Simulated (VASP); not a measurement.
## Zr3TiV6N6O4: single point with r2SCAN

Zr3TiV6N6O4:

```
N O Ti V Zr
1.0
     2.07673    2.18577    4.24799
    -2.19714   -2.05267    4.24165
     6.67026   -4.49472    1.96555
N O Ti V Zr
6 4 1 6 3
Direct
  0.94293 0.76484 0.62403
  0.88286 0.24496 0.79289
  0.73946 0.73431 0.99696
  0.05155 0.25501 0.40140
  0.54978 0.75887 0.40539
  0.24304 0.23247 0.99287
  0.35327 0.77143 0.79428
  0.16173 0.73640 0.19322
  0.44415 0.25093 0.59203
  0.65491 0.23768 0.19972
  0.26322 0.53970 0.41971
  0.18540 0.99613 0.57300
  0.10021 0.52428 0.83229
  0.62267 0.01645 0.83320
  0.99077 0.98090 0.96187
  0.84119 0.96469 0.41468
  0.49773 0.46917 0.95722
  0.39726 0.00072 0.20121
  0.70867 0.49947 0.60318
  0.89492 0.49613 0.19831
```

- Program: VASP 6.6.1
- Task: single point
- Functional: r2SCAN
- Potentials or basis: VASP PAW PBE potentials, release 64 (N, O, Ti_sv, V_sv, Zr_sv)
- Cutoff: 520 eV
- k mesh: 3 × 3 × 2, shifted
- Occupations: gaussian, width 0.1 eV
- Spin: no spin polarisation
- Dipole correction: no
- Further INCAR settings: LREAL = Auto; ALGO = Normal; EDIFF = 1e-06; NBANDS = 106; ISYM = 0

- Pressure: 1.1 GPa
- Largest force: 0.140 eV/Å
- Band gap on the k mesh: zero (bands 90 and 91 overlap by 0.25 eV)

Forces on the atoms (eV/Å):
```
N    0.048 -0.066 -0.038
N   -0.051  0.038  0.063
N    0.032 -0.025 -0.053
N   -0.027 -0.007  0.010
N    0.003  0.015  0.001
N    0.031 -0.023 -0.038
O   -0.038  0.048  0.052
O   -0.042  0.035 -0.003
O    0.012  0.003  0.010
O    0.013 -0.014  0.013
Ti   0.040  0.089 -0.027
V    0.027 -0.017  0.070
V   -0.032  0.055 -0.104
V   -0.062  0.040 -0.099
V    0.078 -0.072  0.090
V   -0.064 -0.048 -0.027
V    0.029 -0.053  0.088
Zr   0.002  0.005  0.000
Zr  -0.017 -0.003  0.004
Zr   0.020  0.001 -0.013
```

Stress tensor (GPa, compression positive):
```
 1.04  0.03 -0.02
 0.03  0.96  0.01
-0.02  0.01  1.22
```

Levels at points of the mesh, in eV from the Fermi level:
```csv
k point,band 87,band 88,band 89,band 90,band 91,band 92,band 93,band 94
"(0.00, 0.00, 0.25)",-0.86,-0.42,-0.31,-0.13,0.30,0.43,0.53,0.68
```

It took 28 min on 1 thread of Intel(R) Xeon(R) Platinum 8259CL CPU @ 2.50GHz (Skylake/Cascade Lake) (shared host), peak memory 0.41 GiB.

Caveat: the k points lie up to 0.44 Å⁻¹ apart; the PAW data sets were made with another functional, which shifts forces and pressure a little; the run has no spin polarisation, though such a crystal can be magnetic. With open d or f shells a metallic result of r2SCAN can be an artefact of self-interaction; +U or a hybrid may open a gap.
